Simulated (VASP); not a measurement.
Wanted: the native input for a VASP 6.6.1 run.

```yaml
Task: single point
Functional: PBEsol
Potentials_or_basis: VASP PAW PBE potentials, release 64 (Al, N)
Cutoff: 520 eV
k_mesh: 10 × 10 × 10
Occupations: gaussian, width 0.05 eV
Spin: no spin polarisation
Dipole_correction: no
Further_INCAR_settings: ALGO = Normal; EDIFF = 1e-06; NBANDS = 11
```

The structure of AlN lies in POSCAR:

```
AlN
1.0
    0.0000000000      2.0864464112      2.2397618115
    2.2397618115      0.0000000000      2.2397618115
    2.2397618115      2.0864464112      0.0000000000
Al N
1 1
Direct
   -0.0067599835      0.0067599835      0.0067599835
    0.7630216860      0.7369783140      0.7369783140
```

This cell differs from its parent crystal: mode 4 frozen in at -0.057 Å, strain +e along z and -e/2 along x and y -0.0467.

The input as run:

INCAR

```
ALGO = Normal ; EDIFF = 1E-6
ENCUT = 520 ; GGA = PS
ISIF = 2 ; ISMEAR = 0
LASPH = T ; LCHARG = T
LELF = T ; LREAL = F
LVHAR = T ; LWAVE = F
NBANDS = 11 ; NELM = 60
PREC = Accurate ; SIGMA = 0.05
```

KPOINTS

```
k-points
0
Gamma
  10 10 10
```

Potentials or basis: VASP PAW PBE potentials, release 64 (Al, N).

Command:

```bash
$ cat potpaw_PBE.64/Al/POTCAR potpaw_PBE.64/N/POTCAR > POTCAR
$ mpirun -np 1 vasp_std > vasp.out
```

It gave:

```json
{
  "Pressure": "1.0 GPa",
  "Largest force": "1.300 eV/Å",
  "Band gap on the k mesh": "2.71 eV, indirect (least direct gap 3.75 eV)"
}
```

Caveat: the cell differs from its parent crystal (mode 4 frozen in at -0.057 Å, strain +e along z and -e/2 along x and y -0.0467); the PAW data sets were made with another functional, which shifts forces and pressure a little.

Wall time 44 s on 1 thread of Intel(R) Xeon(R) Platinum 8259CL CPU @ 2.50GHz (Skylake/Cascade Lake), with other jobs on the host, peak memory 0.18 GiB.
